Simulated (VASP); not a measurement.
# TiGe (F-43m) in VASP: notebook, part 2 of 3

VASP 6.6.1. Earlier steps stand in the parts before.

## Step 3: Single point, PBEsol

This run uses another cell than the first one, of 23.64 Å³/atom, 1.014 times its volume.

INCAR

```
  PREC = Accurate
  ENCUT = 500
  EDIFF = 1E-6
  ISMEAR = 0
  SIGMA = 0.05
  LREAL = F
  LASPH = T
  NELM = 120
  ALGO = Normal
  ISIF = 2
  LWAVE = F
  LCHARG = F
  GGA = PS
  NBANDS = 20
  GGA_COMPAT = F
```

KPOINTS

```
Automatic mesh
0
Gamma
  6 6 6
```

POSCAR

```
TiGe
1.0
    0.0000000000      2.8698574526      2.8698574526
    2.8698574526      0.0000000000      2.8698574526
    2.8698574526      2.8698574526      0.0000000000
Ti Ge
1 1
Direct
    0.0000000000      0.0000000000      0.0000000000
    0.2500000000      0.2500000000      0.2500000000
```

Potentials or basis: VASP PAW PBE potentials, release 64 (Ti_sv, Ge_d).

On the command line:

```console
> cat potpaw_PBE.64/Ti_sv/POTCAR potpaw_PBE.64/Ge_d/POTCAR > POTCAR
> mpirun -np 1 vasp_std > vasp.out
```

OUTCAR:

```text
PREC = Accurate
   ENCUT = 500
   EDIFF = 1E-6
   ISMEAR = 0
   LREAL = F
   LASPH = T
   NELM = 120
   ISIF = 2
   GGA = PS

 ion  position               nearest neighbor table
   1  0.000  0.000  0.000-   2 2.49   2 2.49   2 2.49   2 2.49
   2  0.250  0.250  0.250-   1 2.49   1 2.49   1 2.49   1 2.49

  LATTYP: Found a face centered cubic cell.
 ALAT       =     5.7397149052

  Lattice vectors:

 A1 = (   0.0000000000,   2.8698574526,   2.8698574526)
 A2 = (   2.8698574526,   0.0000000000,   2.8698574526)
 A3 = (   2.8698574526,   2.8698574526,   0.0000000000)

Analysis of symmetry for initial positions (statically):
=====================================================================
 Subroutine PRICEL returns:
 Original cell was already a primitive cell.

 Routine SETGRP: Setting up the symmetry group for a
 face centered cubic supercell.

 Subroutine GETGRP returns: Found 24 space group operations
 (whereof 24 operations were pure point group operations)
 out of a pool of 48 trial point group operations.

The static configuration has the point symmetry T_d .

Analysis of symmetry for dynamics (positions and initial velocities):
=====================================================================
 Subroutine PRICEL returns:
 Original cell was already a primitive cell.

 Routine SETGRP: Setting up the symmetry group for a
 face centered cubic supercell.

 Subroutine GETGRP returns: Found 24 space group operations
 (whereof 24 operations were pure point group operations)
 out of a pool of 48 trial point group operations.

The dynamic configuration has the point symmetry T_d .

 Subroutine INISYM returns: Found 24 space group operations
 (whereof 24 operations are pure point group operations),
 and found     1 'primitive' translations

----------------------------------------------------------------------------------------

                                     Primitive cell

  volume of cell :      47.2728

  direct lattice vectors                    reciprocal lattice vectors
     0.000000000  2.869857453  2.869857453    -0.174224681  0.174224681  0.174224681
     2.869857453  0.000000000  2.869857453     0.174224681 -0.174224681  0.174224681
     2.869857453  2.869857453  0.000000000     0.174224681  0.174224681 -0.174224681

  length of vectors
     4.058591332  4.058591332  4.058591332     0.301766000  0.301766000  0.301766000

  position of ions in fractional coordinates (direct lattice)
     0.000000000  0.000000000  0.000000000
     0.250000000  0.250000000  0.250000000

  ion indices of the primitive-cell ions
   primitive index   ion index
                 1           1
                 2           2

----------------------------------------------------------------------------------------

 KPOINTS: Automatic mesh

Automatic generation of k-mesh.
 Grid dimensions read from file:
 generate k-points for:    6    6    6

 Generating k-lattice:

  Cartesian coordinates                     Fractional coordinates (reciprocal lattice)
    -0.029037447  0.029037447  0.029037447     0.166666667  0.000000000  0.000000000
     0.029037447 -0.029037447  0.029037447     0.000000000  0.166666667  0.000000000
     0.029037447  0.029037447 -0.029037447     0.000000000  0.000000000  0.166666667

  Length of vectors
     0.050294333  0.050294333  0.050294333

  Shift w.r.t. Gamma in fractional coordinates (k-lattice)
     0.000000000  0.000000000  0.000000000

 Subroutine IBZKPT returns following result:
 ===========================================

 Found     16 irreducible k-points:

 Following reciprocal coordinates:
            Coordinates               Weight
  0.000000  0.000000  0.000000      1.000000
  0.166667  0.000000  0.000000      8.000000
  0.333333  0.000000  0.000000      8.000000
  0.500000  0.000000  0.000000      4.000000
  0.166667  0.166667  0.000000      6.000000
  0.333333  0.166667  0.000000     24.000000
[... 8 lines left out ...]
 -0.333333  0.333333  0.166667     24.000000
 -0.333333  0.500000  0.166667     12.000000
   k-points           NKPTS =     16   k-points in BZ     NKDIM =     16   number of bands    NBANDS=     20
   number of dos      NEDOS =    301   number of ions     NIONS =      2
   total plane-waves  NPLWV =  27000
   dimension x,y,z NGX =    30 NGY =   30 NGZ =   30
   dimension x,y,z NGXF=    60 NGYF=   60 NGZF=   60
   ions per type =               1   1
   NGX,Y,Z   is equivalent  to a cutoff of  12.29, 12.29, 12.29 a.u.
   NGXF,Y,Z  is equivalent  to a cutoff of  24.58, 24.58, 24.58 a.u.
 SYSTEM =  unknown system
   PREC   = accura    normal or accurate (medium, high low for compatibility)
   ISTART =      0    job   : 0-new  1-cont  2-samecut
   ICHARG =      2    charge: 1-file 2-atom 10-const
   ISPIN  =      1    spin polarized calculation?
   LNONCOLLINEAR =      F non collinear calculations
   LSORBIT =      F    spin-orbit coupling
   LASPH  =      T    aspherical Exc in radial PAW
   ENCUT  =  500.0 eV  36.75 Ry    6.06 a.u.   7.40  7.40  7.40*2*pi/ulx,y,z
   NELM   =    120;   NELMIN=  2; NELMDL= -5     # of ELM steps
   EDIFF  = 0.1E-05   stopping-criterion for ELM
   LREAL  =      F    real-space projection
   EDIFFG = 0.1E-04   stopping-criterion for IOM
   NSW    =      0    number of steps for IOM
   IBRION =     -1    ionic relax: 0-MD 1-quasi-New 2-CG
   NFREE  =      0    steps in history (QN), initial steepest desc. (CG)
   ISIF   =      2    stress and relaxation
   ISYM   =      2    0-nonsym 1-usesym 2-fastsym
   POTIM  = 0.5000    time-step for ionic-motion
   TEBEG  =    0.0;   TEEND  =   0.0 temperature during run
   PSTRESS=    0.0 pullay stress
   NELECT =      26.0000    total number of electrons
   NUPDOWN=      -1.0000    fix difference up-down
   EMIN   =  10.00;   EMAX   =-10.00  energy-range for DOS
   EFERMI =   0.00;   METHOD = LEGACY
   ISMEAR =     0;   SIGMA  =   0.05  broadening in eV -4-tet -1-fermi 0-gaus
   EFERMI_NEDOS =   21; number of points for ismear=-14 and -15
   IALGO  =     38    algorithm
   IMIX   =      4    mixing-type and parameters
     AMIX     =   0.40;   BMIX     =  1.00
     AMIX_MAG =   1.60;   BMIX_MAG =  1.00
  volume/ion in A,a.u.               =      23.64       159.51
  Fermi-wavevector in a.u.,A,eV,Ry     =   1.341309  2.534707 24.478389  1.799111
  Thomas-Fermi vector in A             =   2.469553
   LORBIT       =      0    0 simple, 1 ext, 2 COOP (PROOUT), +10 PAW based schemes
   GGA     = PS    functional components
   LHFCALC =     F    Hartree Fock is set to
   AEXX    =    0.0000 exact exchange contribution
   IVDW    =     0    specifies the selected vdW correction
   LEPSILON=     F    determine dielectric tensor
   LRPA    =     F    only Hartree local field effects (RPA)
 non-spin polarized calculation
 Gauss-broadening in eV      SIGMA  =   0.05
  energy-cutoff  :      500.00
  volume of cell :       47.27
 maximum number of plane-waves:      1243
 NGX is ok and might be reduce to    30
   NGX = 15   NGY = 15   NGZ = 15

 number of electron      25.9999987 magnetization

 Free energy of the ion-electron system (eV)
  ---------------------------------------------------
  ext. energy  EPLUGINS =         0.00000000
  ---------------------------------------------------
  free energy    TOTEN  =       -12.32389151 eV

  energy without entropy =      -12.32372415  energy(sigma->0) =      -12.32380783

 E-fermi :   4.0472     XC(G=0):  -9.9477

 val. band max:        3.9732902034   @ k =   0.5000   0.5000   0.0000
 cond. band min:       4.1107898635   @ k =   0.5000   0.5000   0.0000
 fundamental gap:      0.1374996601
 Fermi energy:         4.0472286704

 k-point     1 :       0.0000    0.0000    0.0000
  band No.  band energies     occupation
      1     -52.7669      2.00000
      2     -29.1271      2.00000
      3     -29.1271      2.00000
      4     -29.1271      2.00000
      5     -18.9786      2.00000
      6     -18.9786      2.00000
[... 12 lines left out ...]
     19      10.4703      0.00000
     20      12.4487      0.00000
[... 323 lines left out ...]
 k-point    16 :      -0.3333    0.5000    0.1667
  band No.  band energies     occupation
      1     -52.7649      2.00000
      2     -29.1448      2.00000
      3     -29.1372      2.00000
      4     -29.1339      2.00000
      5     -18.9890      2.00000
      6     -18.9837      2.00000
[... 12 lines left out ...]
     19      11.4928      0.00000
     20      12.6480      0.00000

------------------------ aborting loop because EDIFF is reached ----------------------------------------

  FORCE on cell =-STRESS in cart. coord.  units (eV):
  Direction    XX          YY          ZZ          XY          YZ          ZX
  --------------------------------------------------------------------------------------
  -------------------------------------------------------------------------------------
  Total        0.2330389      0.2330389      0.2330389      0.0000000      0.0000000      0.0000000
  in kB        7.8981968      7.8981968      7.8981968      0.0000000      0.0000000      0.0000000
  external PRESSURE =       7.8981968 kB  Pullay stress =       0.0000000 kB

 VOLUME and BASIS-vectors are now :
 -----------------------------------------------------------------------------
  energy-cutoff  :      500.00
  volume of cell :       47.27
      direct lattice vectors                 reciprocal lattice vectors
     0.000000000  2.869857453  2.869857453    -0.174224681  0.174224681  0.174224681
     2.869857453  0.000000000  2.869857453     0.174224681 -0.174224681  0.174224681
     2.869857453  2.869857453  0.000000000     0.174224681  0.174224681 -0.174224681

 POSITION                                       TOTAL-FORCE (eV/Angst)
 -----------------------------------------------------------------------------------
      0.00000      0.00000      0.00000        -0.000000      0.000000      0.000000
      1.43493      1.43493      1.43493         0.000000     -0.000000     -0.000000
 -----------------------------------------------------------------------------------
    total drift:                               -0.000000     -0.000000     -0.000000

  FREE ENERGIE OF THE ION-ELECTRON SYSTEM (eV)
  ---------------------------------------------------
  free  energy   TOTEN  =       -12.3238915115 eV

  energy  without entropy=      -12.3237241453  energy(sigma->0) =      -12.32380783
```

Wall time 30 s (1 thread of Intel Xeon 8259CL, shared host); peak memory 0.17 GiB.

Results:

| Quantity | Value |
| --- | --- |
| Free energy | -12.3239 eV |
| Pressure | 0.8 GPa |
| Band gap on the k mesh | 0.14 eV, direct |

Levels at points of the mesh, in eV from the valence-band top:
```tsv
k point	band 9	band 10	band 11	band 12	band 13	band 14	band 15	band 16	band 17	band 18
(0.00, 0.00, 0.00)	-22.94	-8.82	-1.03	-1.03	-1.03	1.08	1.08	5.06	6.50	6.50
(0.50, 0.00, 0.00)	-22.94	-7.44	-2.73	-0.75	-0.75	1.30	1.30	1.53	4.37	4.37
(0.50, 0.50, 0.00)	-22.94	-6.96	-2.79	0.00	0.00	0.14	1.48	1.80	2.12	2.12
```

Caveat: the PAW data sets were made with another functional, which shifts forces and pressure a little.

## Step 4: Single point, PBEsol

This run uses another cell than the first one, of 23.89 Å³/atom, 1.025 times its volume.

INCAR

```
ALGO = Normal
EDIFF = 1E-6
ENCUT = 500
GGA = PS
GGA_COMPAT = F
ISIF = 2
ISMEAR = 0
LASPH = T
LCHARG = F
LREAL = F
LWAVE = F
NBANDS = 20
NELM = 120
PREC = Accurate
SIGMA = 0.05
```

KPOINTS

```
k-points
0
Gamma
  6 6 6
```

POSCAR

```
TiGe
1.0
    0.0000000000      2.8800772408      2.8800772408
    2.8800772408      0.0000000000      2.8800772408
    2.8800772408      2.8800772408      0.0000000000
Ti Ge
1 1
Direct
    0.0000000000      0.0000000000      0.0000000000
    0.2500000000      0.2500000000      0.2500000000
```

Potentials or basis: VASP PAW PBE potentials, release 64 (Ti_sv, Ge_d).

On the command line:

```console
> cat potpaw_PBE.64/Ti_sv/POTCAR potpaw_PBE.64/Ge_d/POTCAR > POTCAR
> mpirun -np 1 vasp_std > vasp.out
```

OUTCAR:

```text
EDIFF = 1E-6
   ENCUT = 500
   GGA = PS
   ISIF = 2
   ISMEAR = 0
   LASPH = T
   LREAL = F
   NELM = 120
   PREC = Accurate

 ion  position               nearest neighbor table
   1  0.000  0.000  0.000-   2 2.49   2 2.49   2 2.49   2 2.49
   2  0.250  0.250  0.250-   1 2.49   1 2.49   1 2.49   1 2.49

  LATTYP: Found a face centered cubic cell.
 ALAT       =     5.7601544816

  Lattice vectors:

 A1 = (   0.0000000000,   2.8800772408,   2.8800772408)
 A2 = (   2.8800772408,   0.0000000000,   2.8800772408)
 A3 = (   2.8800772408,   2.8800772408,   0.0000000000)

Analysis of symmetry for initial positions (statically):
=====================================================================
 Subroutine PRICEL returns:
 Original cell was already a primitive cell.

 Routine SETGRP: Setting up the symmetry group for a
 face centered cubic supercell.

 Subroutine GETGRP returns: Found 24 space group operations
 (whereof 24 operations were pure point group operations)
 out of a pool of 48 trial point group operations.

The static configuration has the point symmetry T_d .
[... 148 lines left out ...]
  ---------------------------------------------------
  free energy    TOTEN  =       -12.32518520 eV

  energy without entropy =      -12.32507780  energy(sigma->0) =      -12.32513150

 E-fermi :   3.9676     XC(G=0):  -9.8991

 val. band max:        3.8863321047   @ k =   0.5000   0.5000   0.0000
 cond. band min:       4.0394096344   @ k =   0.5000   0.5000   0.0000
 fundamental gap:      0.1530775297
 Fermi energy:         3.9675817629

 k-point     1 :       0.0000    0.0000    0.0000
  band No.  band energies     occupation
      1     -52.8697      2.00000
      2     -29.2276      2.00000
      3     -29.2276      2.00000
      4     -29.2276      2.00000
      5     -19.0560      2.00000
      6     -19.0560      2.00000
[... 357 lines left out ...]
     19      11.3456      0.00000
     20      12.5039      0.00000

------------------------ aborting loop because EDIFF is reached ----------------------------------------

  FORCE on cell =-STRESS in cart. coord.  units (eV):
  Direction    XX          YY          ZZ          XY          YZ          ZX
  --------------------------------------------------------------------------------------
  -------------------------------------------------------------------------------------
  Total        0.0236712      0.0236712      0.0236712     -0.0000000      0.0000000     -0.0000000
  in kB        0.7937584      0.7937584      0.7937584     -0.0000000      0.0000000     -0.0000000
  external PRESSURE =       0.7937584 kB  Pullay stress =       0.0000000 kB

 VOLUME and BASIS-vectors are now :
 -----------------------------------------------------------------------------
  energy-cutoff  :      500.00
  volume of cell :       47.78
      direct lattice vectors                 reciprocal lattice vectors
     0.000000000  2.880077241  2.880077241    -0.173606455  0.173606455  0.173606455
     2.880077241  0.000000000  2.880077241     0.173606455 -0.173606455  0.173606455
     2.880077241  2.880077241  0.000000000     0.173606455  0.173606455 -0.173606455

 POSITION                                       TOTAL-FORCE (eV/Angst)
 -----------------------------------------------------------------------------------
      0.00000      0.00000      0.00000         0.000000      0.000000     -0.000000
      1.44004      1.44004      1.44004        -0.000000     -0.000000      0.000000
 -----------------------------------------------------------------------------------
    total drift:                               -0.000000     -0.000000     -0.000000

  FREE ENERGIE OF THE ION-ELECTRON SYSTEM (eV)
  ---------------------------------------------------
  free  energy   TOTEN  =       -12.3251852033 eV

  energy  without entropy=      -12.3250777959  energy(sigma->0) =      -12.32513150
```

OSZICAR:

```text
N       E                     dE             d eps       ncg     rms          rms(c)
DAV:   1     0.228235913169E+03    0.22824E+03   -0.13415E+04   696   0.274E+03
DAV:   2     0.143791711169E+02   -0.21386E+03   -0.20911E+03   648   0.574E+02
DAV:   3    -0.133747662755E+02   -0.27754E+02   -0.27451E+02   736   0.147E+02
DAV:   4    -0.151944217232E+02   -0.18197E+01   -0.18142E+01   968   0.353E+01
DAV:   5    -0.152328494455E+02   -0.38428E-01   -0.38425E-01   752   0.454E+00    0.107E+01
DAV:   6    -0.128684221928E+02    0.23644E+01   -0.15108E+01   712   0.364E+01    0.666E+00
DAV:   7    -0.123908502967E+02    0.47757E+00   -0.58970E+00   688   0.204E+01    0.275E+00
DAV:   8    -0.123417415254E+02    0.49109E-01   -0.58169E-01   696   0.692E+00    0.129E+00
DAV:   9    -0.123269123666E+02    0.14829E-01   -0.75216E-02   740   0.265E+00    0.448E-01
DAV:  10    -0.123254106245E+02    0.15017E-02   -0.17269E-02   840   0.119E+00    0.116E-01
DAV:  11    -0.123252065449E+02    0.20408E-03   -0.21277E-03   748   0.471E-01    0.716E-02
DAV:  12    -0.123252005993E+02    0.59456E-05   -0.61642E-05   740   0.605E-02    0.499E-02
DAV:  13    -0.123251848473E+02    0.15752E-04   -0.73717E-05   856   0.821E-02    0.548E-03
DAV:  14    -0.123251852033E+02   -0.35596E-06   -0.36017E-06   608   0.193E-02
   1 F= -.12325185E+02 E0= -.12325131E+02  d E =-.107407E-03
```

It took 30 s on 1 thread of Intel Xeon 8259CL, shared host; peak memory 0.17 GiB.

Results:

```
Free energy            : -12.3252 eV
Pressure               : 0.1 GPa
Band gap on the k mesh : 0.15 eV, direct
```

Levels at points of the mesh, in eV from the valence-band top:
```csv
k point,band 9,band 10,band 11,band 12,band 13,band 14,band 15,band 16,band 17,band 18
"(0.00, 0.00, 0.00)",-22.93,-8.77,-1.01,-1.01,-1.01,1.08,1.08,5.00,6.43,6.43
"(0.50, 0.00, 0.00)",-22.93,-7.42,-2.70,-0.74,-0.74,1.29,1.29,1.52,4.33,4.33
"(0.50, 0.50, 0.00)",-22.93,-6.95,-2.76,0.00,0.00,0.15,1.47,1.77,2.10,2.10
```

Caveat: the PAW data sets were made with another functional, which shifts forces and pressure a little.

## Step 5: Single point, PBEsol

This run uses another cell than the first one, of 23.64 Å³/atom, 1.014 times its volume.

INCAR

```
  PREC = Accurate
  ENCUT = 500
  EDIFF = 1E-6
  ISMEAR = 0
  SIGMA = 0.05
  LREAL = F
  LASPH = T
  NELM = 120
  ALGO = Normal
  ISIF = 2
  LWAVE = F
  LCHARG = F
  GGA = PS
  NBANDS = 20
  GGA_COMPAT = F
```

KPOINTS

```
Automatic mesh
0
Gamma
  6 6 6
```

POSCAR

```
TiGe
1.0
    0.0000000000      2.8698574498      2.8698574498
    2.8698574498      0.0000000000      2.8698574498
    2.8698574498      2.8698574498      0.0000000000
Ti Ge
1 1
Direct
    0.0000000000      0.0000000000      0.0000000000
    0.2500000000      0.2500000000      0.2500000000
```

On the command line:

```console
> cat potpaw_PBE.64/Ti_sv/POTCAR potpaw_PBE.64/Ge_d/POTCAR > POTCAR
> mpirun -np 1 vasp_std > vasp.out
```

Wall time 29 s (1 thread of Intel Xeon 8259CL, shared host); peak memory 0.17 GiB.

The run converged. Its results:

- Free energy: -12.3239 eV
- Pressure: 0.8 GPa
- Band gap on the k mesh: 0.14 eV, direct

Levels at points of the mesh, in eV from the valence-band top:
| k point | band 11 | band 12 | band 13 | band 14 | band 15 | band 16 |
| --- | --- | --- | --- | --- | --- | --- |
| (0.00, 0.00, 0.00) | -1.03 | -1.03 | -1.03 | 1.08 | 1.08 | 5.06 |
| (0.50, 0.00, 0.00) | -2.73 | -0.75 | -0.75 | 1.30 | 1.30 | 1.53 |
| (0.50, 0.50, 0.00) | -2.79 | 0.00 | 0.00 | 0.14 | 1.48 | 1.80 |

Caveat: the PAW data sets were made with another functional, which shifts forces and pressure a little.

[end of part 2 of 3]
